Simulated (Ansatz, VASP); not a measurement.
## One calculation of Al3GaN4, two programs

The input INCAR:

```
ALGO     = Normal         # electronic algorithm
EDIFF    = 1E-7           # SCF threshold, eV
ENCUT    = 520            # plane-wave cutoff, eV
GGA      = PS             # functional
ISIF     = 2              # what is computed and relaxed
ISMEAR   = 0              # smearing method
LASPH    = True           # aspherical terms in the spheres
LCHARG   = False          # write CHGCAR
LREAL    = False          # projectors in reciprocal space
LWAVE    = False          # write WAVECAR
NBANDS   = 31             # bands
NELM     = 60             # most SCF steps
PREC     = Accurate       # precision mode
SIGMA    = 0.02           # smearing width, eV
```

KPOINTS

```
k-points
0
Gamma
  6 6 6
```

The input POSCAR:

```
Al3GaN4
1.0
    4.2747850003      0.0000000000      0.0000000000
    0.0000000000      4.2747850003      0.0000000000
    0.0000000000      0.0000000000      4.2747850003
Al Ga N
3 1 4
Direct
    0.5000000000      0.5000000000      0.0000000000
    0.5000000000      0.0000000000      0.5000000000
    0.0000000000      0.5000000000      0.5000000000
    0.0000000000      0.0000000000      0.0000000000
    0.7445542782      0.7445542782      0.2554457218
    0.7445542782      0.2554457218      0.7445542782
    0.2554457218      0.7445542782      0.7445542782
    0.2554457218      0.2554457218      0.2554457218
```

Input for Ansatz:

```yaml
crystal:
  lattice:
    - [4.2747850003, 0.0, 0.0]
    - [0.0, 4.2747850003, 0.0]
    - [0.0, 0.0, 4.2747850003]
  atoms:
    - { symbol: Al, position: [0.5, 0.5, 0.0] }
    - { symbol: Al, position: [0.5, 0.0, 0.5] }
    - { symbol: Al, position: [0.0, 0.5, 0.5] }
    - { symbol: Ga, position: [0.0, 0.0, 0.0] }
    - { symbol: "N", position: [0.7445542782, 0.7445542782, 0.2554457218] }
    - { symbol: "N", position: [0.7445542782, 0.2554457218, 0.7445542782] }
    - { symbol: "N", position: [0.2554457218, 0.7445542782, 0.7445542782] }
    - { symbol: "N", position: [0.2554457218, 0.2554457218, 0.2554457218] }
basis:
  ecutwfc: 420
kpoints:
  mp_grid: { grid: [6, 6, 6] }
  band_path: { path: [VBM, CBM], npoints: 2 }
hamiltonian:
  xc: pbesol
scf:
  occupations: { method: gaussian, width: 0.02 }
output:
  forces: true
  stress: true
  eigenvalues: true
checkpoint:
  read: start.run
  write: ck
  compress: false
  write_wavefunctions: false
  write_every: 100000
```

Alike in both runs: task single point; functional PBEsol; k mesh 6 × 6 × 6; occupations gaussian, width 0.02 eV; no spin polarisation.

|  | VASP | Ansatz |
| --- | --- | --- |
| version | VASP 6.6.1 | Ansatz 0.2.0 |
| potentials or method | VASP PAW PBE potentials, release 64 (Al, Ga_d, N), cutoff 520 eV | scalar-relativistic, plane waves, PAW |
| valence electrons in the cell | 42 | 42 |

VASP gave:

| Item | Value |
| --- | --- |
| gap on the k mesh at the Fermi level (eV) | 3.37 |
| least direct gap on the mesh (eV) | 3.38 |
| pressure (GPa) | 21.7 |
| rms of the force components (eV/Å) | 0.009 |

Problem. What did Ansatz give for the same quantities?

Solution. gap on the k mesh at the Fermi level (eV): 3.38; least direct gap on the mesh (eV): 3.39; pressure (GPa): 21.7; rms of the force components (eV/Å): 0.000.

VASP's potentials were made for PBE, not for PBEsol. Atom by atom the forces differ by 0.009 eV/Å (rms over components). The functional is the same, so the differences come from potentials, cutoffs and numerics.
